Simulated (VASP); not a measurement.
Write the native input for VASP 6.6.1 that does the following.

| Quantity | Value |
| --- | --- |
| Task | single point |
| Functional | PBE |
| Potentials or basis | VASP PAW PBE potentials, release 64 (Mg, O) |
| Cutoff | 520 eV |
| k mesh | 17 × 17 × 17 |
| Occupations | fermi-dirac, width 0.08 eV |
| Spin | no spin polarisation |
| Dipole correction | no |
| Further INCAR settings | ALGO = Normal; EDIFF = 1e-06; NBANDS = 11 |

The structure of MgO (rocksalt type) lies in POSCAR:

```
MgO
1.0
    0.0000000000      1.9574405955      1.9574405955
    1.9574405955      0.0000000000      1.9574405955
    1.9574405955      1.9574405955      0.0000000000
Mg O
1 1
Direct
    0.0000000000      0.0000000000      0.0000000000
    0.5000000000      0.5000000000      0.5000000000
```

The input as run:

INCAR

```
SYSTEM = MgO
ALGO     = Normal         ! electronic algorithm
EDIFF    = 1E-6           ! SCF threshold, eV
ENCUT    = 520            ! plane-wave cutoff, eV
GGA      = PE             ! functional
ISIF     = 2              ! what is computed and relaxed
ISMEAR   = -1             ! smearing method
LASPH    = .TRUE.         ! aspherical terms in the spheres
LCHARG   = .TRUE.         ! write CHGCAR
LELF     = .TRUE.         ! ELF
LREAL    = .FALSE.        ! projectors in reciprocal space
LVHAR    = .TRUE.       
LWAVE    = .FALSE.        ! write WAVECAR
NBANDS   = 11             ! bands
NELM     = 80             ! most SCF steps
PREC     = Accurate       ! precision mode
SIGMA    = 0.08           ! smearing width, eV
```

KPOINTS

```
k-points
0
G
  17 17 17
  0 0 0
```

Potentials or basis: VASP PAW PBE potentials, release 64 (Mg, O).

Command:

```bash
$ cat potpaw_PBE.64/Mg/POTCAR potpaw_PBE.64/O/POTCAR > POTCAR
$ mpirun -np 1 vasp_std > vasp.out
```

It gave:

- Pressure: 61.8 GPa
- Band gap on the k mesh: 7.18 eV, direct

Run time: 20 s on 1 thread of Intel(R) Xeon(R) Platinum 8488C (Sapphire Rapids), with other jobs on the host, peak memory 0.16 GiB.
